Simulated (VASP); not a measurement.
# AlGa3N4 (P-4) in VASP: further runs

AlGa3N4 is run at these levels: PBEsol; tasks: single point.

Program: VASP 6.6.1. These are calculated values, not measurements. Logs are shortened: lines on timing, memory, paths and dates and some standing lists are left out, and cuts for length are marked.

**1. The cell of the first run**

The structure is tetragonal, space group P-4 (No. 81). Conventional cell: a = 4.468 Å, b = 4.468 Å, c = 4.155 Å, α = 90.00°, β = 90.00°, γ = 90.00°. Al (site symmetry -4) has 4 N at 1.85 Å within 2.5 Å. Ga (site symmetry 2) has 4 N at 1.88 to 1.94 Å within 2.5 Å. Ga (site symmetry -4) has 4 N at 1.91 Å within 2.5 Å. Within 2.5 Å of N (site symmetry 1) lie 1 Al at 1.85 Å and 3 Ga at 1.88 to 1.94 Å.

**2. Single point, PBEsol (atoms displaced along a vibrational mode, the cell strained)**

Contents of INCAR:

```
SYSTEM = AlGa3N4
  ALGO = Normal
  EDIFF = 1E-6
  ENCUT = 520
  GGA = PS
  ISIF = 2
  ISMEAR = 0
  LASPH = .True.
  LCHARG = .False.
  LREAL = .False.
  LWAVE = .False.
  NBANDS = 41
  NELM = 80
  PREC = Accurate
  SIGMA = 0.05
```

Contents of KPOINTS:

```
k-points
0
Gamma
  6 6 6
  0 0 0
```

Contents of POSCAR:

```
AlGa3N4
1.0
    4.1548469939      0.0000000000      0.0000000000
    0.0000000000      4.4675774128      0.0000000000
    0.0000000000      0.0000000000      4.4675774128
Al Ga N
1 3 4
Direct
    0.0000000000      0.0000000000      0.0000000000
    0.4631343825      0.5000000673      0.0000000000
    0.5368656175      0.0000000000      0.4999994893
    0.0000000000      0.4999999327      0.5000005107
    0.7550465856      0.7436685412      0.2335759052
    0.7550462288      0.2563311435      0.7664241363
    0.2449537297      0.7664242732      0.7436686781
    0.2449534559      0.2335760421      0.2563312804
```

Potentials or basis: VASP PAW PBE potentials, release 64 (Al, Ga_d, N).

The run is started by

```console
cat potpaw_PBE.64/Al/POTCAR potpaw_PBE.64/Ga_d/POTCAR potpaw_PBE.64/N/POTCAR > POTCAR
mpirun -np 1 vasp_std > vasp.out
```

OUTCAR:

```text
SYSTEM = AlGa3N4
   EDIFF = 1E-6
   ENCUT = 520
   GGA = PS
   ISIF = 2
   ISMEAR = 0
   LASPH = .True.
   LREAL = .False.
   NELM = 80
   PREC = Accurate

 ion  position               nearest neighbor table
   1  0.000  0.000  0.000-   6 1.85   7 1.85   8 1.85   5 1.85   3 2.95   2 2.95   2 2.95   3 2.95

   2  0.463  0.500  0.000-   8 1.88   7 1.88   5 1.94   6 1.94   1 2.95   1 2.95
   3  0.537  0.000  0.500-   5 1.88   6 1.88   8 1.94   7 1.94   1 2.95   1 2.95
   4  0.000  0.500  0.500-   6 1.91   7 1.91   8 1.91   5 1.91
   5  0.755  0.744  0.234-   1 1.85   3 1.88   4 1.91   2 1.94
   6  0.755  0.256  0.766-   1 1.85   3 1.88   4 1.91   2 1.94
   7  0.245  0.766  0.744-   1 1.85   2 1.88   4 1.91   3 1.94
   8  0.245  0.234  0.256-   1 1.85   2 1.88   4 1.91   3 1.94

  LATTYP: Found a simple tetragonal cell.
 ALAT       =     4.4675774128
 C/A-ratio  =     0.9300000000

  Lattice vectors:

 A1 = (   0.0000000000,   4.4675774128,   0.0000000000)
 A2 = (   0.0000000000,   0.0000000000,   4.4675774128)
 A3 = (   4.1548469939,   0.0000000000,   0.0000000000)

Analysis of symmetry for initial positions (statically):
=====================================================================
 Subroutine PRICEL returns:
 Original cell was already a primitive cell.

 Routine SETGRP: Setting up the symmetry group for a
 simple tetragonal supercell.

 Subroutine GETGRP returns: Found  4 space group operations
 (whereof  4 operations were pure point group operations)
 out of a pool of 16 trial point group operations.

The static configuration has the point symmetry S_4 .

Analysis of symmetry for dynamics (positions and initial velocities):
=====================================================================
 Subroutine PRICEL returns:
 Original cell was already a primitive cell.

 Routine SETGRP: Setting up the symmetry group for a
 simple tetragonal supercell.

 Subroutine GETGRP returns: Found  4 space group operations
 (whereof  4 operations were pure point group operations)
 out of a pool of 16 trial point group operations.

The dynamic configuration has the point symmetry S_4 .

 Subroutine INISYM returns: Found  4 space group operations
 (whereof  4 operations are pure point group operations),
 and found     1 'primitive' translations

----------------------------------------------------------------------------------------

                                     Primitive cell

  volume of cell :      82.9276

  direct lattice vectors                    reciprocal lattice vectors
     4.154846994  0.000000000  0.000000000     0.240682750  0.000000000  0.000000000
     0.000000000  4.467577413  0.000000000     0.000000000  0.223834957  0.000000000
     0.000000000  0.000000000  4.467577413     0.000000000  0.000000000  0.223834957

  length of vectors
     4.154846994  4.467577413  4.467577413     0.240682750  0.223834957  0.223834957

  position of ions in fractional coordinates (direct lattice)
     0.000000000  0.000000000  0.000000000
     0.463134383  0.500000067  0.000000000
     0.536865617  0.000000000  0.499999489
     0.000000000  0.499999933  0.500000511
     0.755046586  0.743668541  0.233575905
     0.755046229  0.256331143  0.766424136
     0.244953730  0.766424273  0.743668678
     0.244953456  0.233576042  0.256331280

  ion indices of the primitive-cell ions
   primitive index   ion index
                 1           1
                 2           2
                 3           3
                 4           4
                 5           5
                 6           6
                 7           7
                 8           8

----------------------------------------------------------------------------------------

 KPOINTS: k-points

Automatic generation of k-mesh.
 Grid dimensions read from file:
 generate k-points for:    6    6    6

 Generating k-lattice:

  Cartesian coordinates                     Fractional coordinates (reciprocal lattice)
     0.040113792  0.000000000  0.000000000     0.166666667  0.000000000  0.000000000
     0.000000000  0.037305826  0.000000000     0.000000000  0.166666667  0.000000000
     0.000000000  0.000000000  0.037305826     0.000000000  0.000000000  0.166666667

  Length of vectors
     0.040113792  0.037305826  0.037305826

  Shift w.r.t. Gamma in fractional coordinates (k-lattice)
     0.000000000  0.000000000  0.000000000

 Subroutine IBZKPT returns following result:
 ===========================================

 Found     44 irreducible k-points:

 Following reciprocal coordinates:
            Coordinates               Weight
  0.000000  0.000000  0.000000      1.000000
  0.166667  0.000000  0.000000      2.000000
  0.333333  0.000000  0.000000      2.000000
  0.500000  0.000000  0.000000      1.000000
  0.000000  0.166667  0.000000      4.000000
  0.166667  0.166667  0.000000      8.000000
[... 16 lines left out ...]
  0.166667  0.333333  0.166667      8.000000
 -0.166667 -0.333333  0.166667      8.000000
 [... further k-points ...]
   k-points           NKPTS =     44   k-points in BZ     NKDIM =     44   number of bands    NBANDS=     41
   number of dos      NEDOS =    301   number of ions     NIONS =      8
   total plane-waves  NPLWV =  41472
   dimension x,y,z NGX =    32 NGY =   36 NGZ =   36
   dimension x,y,z NGXF=    64 NGYF=   72 NGZF=   72
   ions per type =               1   3   4
   NGX,Y,Z   is equivalent  to a cutoff of  12.80, 13.40, 13.40 a.u.
   NGXF,Y,Z  is equivalent  to a cutoff of  25.61, 26.79, 26.79 a.u.
 SYSTEM =  AlGa3N4
   PREC   = accura    normal or accurate (medium, high low for compatibility)
   ISTART =      0    job   : 0-new  1-cont  2-samecut
   ICHARG =      2    charge: 1-file 2-atom 10-const
   ISPIN  =      1    spin polarized calculation?
   LNONCOLLINEAR =      F non collinear calculations
   LSORBIT =      F    spin-orbit coupling
   LASPH  =      T    aspherical Exc in radial PAW
   ENCUT  =  520.0 eV  38.22 Ry    6.18 a.u.   7.73  8.31  8.31*2*pi/ulx,y,z
   NELM   =     80;   NELMIN=  2; NELMDL= -5     # of ELM steps
   EDIFF  = 0.1E-05   stopping-criterion for ELM
   LREAL  =      F    real-space projection
   EDIFFG = 0.1E-04   stopping-criterion for IOM
   NSW    =      0    number of steps for IOM
   IBRION =     -1    ionic relax: 0-MD 1-quasi-New 2-CG
   NFREE  =      0    steps in history (QN), initial steepest desc. (CG)
   ISIF   =      2    stress and relaxation
   ISYM   =      2    0-nonsym 1-usesym 2-fastsym
   POTIM  = 0.5000    time-step for ionic-motion
   TEBEG  =    0.0;   TEEND  =   0.0 temperature during run
   PSTRESS=    0.0 pullay stress
   NELECT =      62.0000    total number of electrons
   NUPDOWN=      -1.0000    fix difference up-down
   EMIN   =  10.00;   EMAX   =-10.00  energy-range for DOS
   EFERMI =   0.00;   METHOD = LEGACY
   ISMEAR =     0;   SIGMA  =   0.05  broadening in eV -4-tet -1-fermi 0-gaus
   EFERMI_NEDOS =   21; number of points for ismear=-14 and -15
   IALGO  =     38    algorithm
   IMIX   =      4    mixing-type and parameters
     AMIX     =   0.40;   BMIX     =  1.00
     AMIX_MAG =   1.60;   BMIX_MAG =  1.00
  volume/ion in A,a.u.               =      10.37        69.95
  Fermi-wavevector in a.u.,A,eV,Ry     =   1.485841  2.807832 30.037900  2.207723
  Thomas-Fermi vector in A             =   2.599202
   LORBIT       =      0    0 simple, 1 ext, 2 COOP (PROOUT), +10 PAW based schemes
   GGA     = PS    functional components
   LHFCALC =     F    Hartree Fock is set to
   AEXX    =    0.0000 exact exchange contribution
   IVDW    =     0    specifies the selected vdW correction
   LEPSILON=     F    determine dielectric tensor
   LRPA    =     F    only Hartree local field effects (RPA)
 non-spin polarized calculation
 Gauss-broadening in eV      SIGMA  =   0.05
  energy-cutoff  :      520.00
  volume of cell :       82.93
 maximum number of plane-waves:      2272
   NGX = 15   NGY = 17   NGZ = 17

 number of electron      61.9999981 magnetization

 Free energy of the ion-electron system (eV)
  ---------------------------------------------------
  ext. energy  EPLUGINS =         0.00000000
  ---------------------------------------------------
  free energy    TOTEN  =       -54.36603709 eV

  energy without entropy =      -54.36603709  energy(sigma->0) =      -54.36603709

 E-fermi :   6.4691     XC(G=0): -12.1345

 val. band max:        6.2683157318   @ k =   0.0000   0.0000   0.0000
 cond. band min:       8.8542724762   @ k =   0.0000   0.0000   0.0000
 fundamental gap:      2.5859567444
 Fermi energy:         6.4691484911

 k-point     1 :       0.0000    0.0000    0.0000
  band No.  band energies     occupation
      1     -10.1689      2.00000
      2      -8.5689      2.00000
      3      -8.5384      2.00000
      4      -8.5384      2.00000
      5      -7.1052      2.00000
      6      -7.0755      2.00000
[... 33 lines left out ...]
     40      17.5566      0.00000
     41      17.9114      0.00000

 k-point     2 :       0.1667    0.0000    0.0000
  band No.  band energies     occupation
      1     -10.0305      2.00000
      2      -8.6142      2.00000
      3      -8.5444      2.00000
      4      -8.5444      2.00000
      5      -7.0859      2.00000
      6      -7.0740      2.00000
[... 33 lines left out ...]
     40      17.6957      0.00000
     41      17.7926      0.00000

 k-point     3 :       0.3333    0.0000    0.0000
  band No.  band energies     occupation
      1      -9.6559      2.00000
      2      -8.7896      2.00000
      3      -8.5564      2.00000
      4      -8.5564      2.00000
      5      -7.0629      2.00000
      6      -7.0629      2.00000
[... 875 lines left out ...]
      2      -8.7982      2.00000
      3      -8.6247      2.00000
      4      -8.5891      2.00000
      5      -7.0741      2.00000
      6      -7.0330      2.00000
[... 33 lines left out ...]
     40      16.8525      0.00000
     41      17.0294      0.00000

 k-point    24 :      -0.1667   -0.3333    0.1667
  band No.  band energies     occupation
      1      -9.5104      2.00000
      2      -8.7925      2.00000
      3      -8.6379      2.00000
      4      -8.5814      2.00000
      5      -7.0754      2.00000
      6      -7.0348      2.00000
[... 33 lines left out ...]
     40      16.6061      0.00000
     41      17.1593      0.00000

 [... further k-points ...]

------------------------ aborting loop because EDIFF is reached ----------------------------------------

  FORCE on cell =-STRESS in cart. coord.  units (eV):
  Direction    XX          YY          ZZ          XY          YZ          ZX
  --------------------------------------------------------------------------------------
  -------------------------------------------------------------------------------------
  Total        9.5975737      6.8216481      6.8216481      0.0000000      0.0000010      0.0000000
  in kB      185.4269401    131.7955322    131.7955322      0.0000000      0.0000200      0.0000000
  external PRESSURE =     149.6726682 kB  Pullay stress =       0.0000000 kB

 VOLUME and BASIS-vectors are now :
 -----------------------------------------------------------------------------
  energy-cutoff  :      520.00
  volume of cell :       82.93
      direct lattice vectors                 reciprocal lattice vectors
     4.154846994  0.000000000  0.000000000     0.240682750  0.000000000  0.000000000
     0.000000000  4.467577413  0.000000000     0.000000000  0.223834957  0.000000000
     0.000000000  0.000000000  4.467577413     0.000000000  0.000000000  0.223834957

 POSITION                                       TOTAL-FORCE (eV/Angst)
 -----------------------------------------------------------------------------------
      0.00000      0.00000      0.00000         0.000000      0.000000     -0.000000
      1.92425      2.23379      0.00000         1.326044      0.000000      0.000000
      2.23059      0.00000      2.23379        -1.326044     -0.000000      0.000000
      0.00000      2.23379      2.23379         0.000000      0.000000      0.000000
      3.13710      3.32240      1.04352         0.007395      0.036978      0.099632
      3.13710      1.14518      3.42406         0.007395     -0.036978     -0.099632
      1.01775      3.42406      3.32240        -0.007395     -0.099632      0.036978
      1.01774      1.04352      1.14518        -0.007395      0.099632     -0.036978
 -----------------------------------------------------------------------------------
    total drift:                                0.000000     -0.000025     -0.000007

  FREE ENERGIE OF THE ION-ELECTRON SYSTEM (eV)
  ---------------------------------------------------
  free  energy   TOTEN  =       -54.3660370878 eV

  energy  without entropy=      -54.3660370878  energy(sigma->0) =      -54.36603709
```

Wall time 67 s (1 thread of Intel Xeon 6975P-C (Granite Rapids), shared host); peak memory 0.26 GiB.

Results:

```yaml
Free_energy: -54.3660 eV
Pressure: 15.0 GPa
Largest_force: 1.326 eV/Å
Band_gap_on_the_k_mesh: 2.59 eV
```

Forces on the atoms (eV/Å):
```
Al   0.000  0.000  0.000
Ga   1.326  0.000  0.000
Ga  -1.326  0.000  0.000
Ga   0.000  0.000  0.000
N    0.007  0.037  0.100
N    0.007 -0.037 -0.100
N   -0.007 -0.100  0.037
N   -0.007  0.100 -0.037
```

Caveat: the cell differs from its parent crystal (atoms displaced along a vibrational mode, the cell strained); the cell stands under pressure; the PAW data sets were made with another functional, which shifts forces and pressure a little.

[end of part 1 of 2]
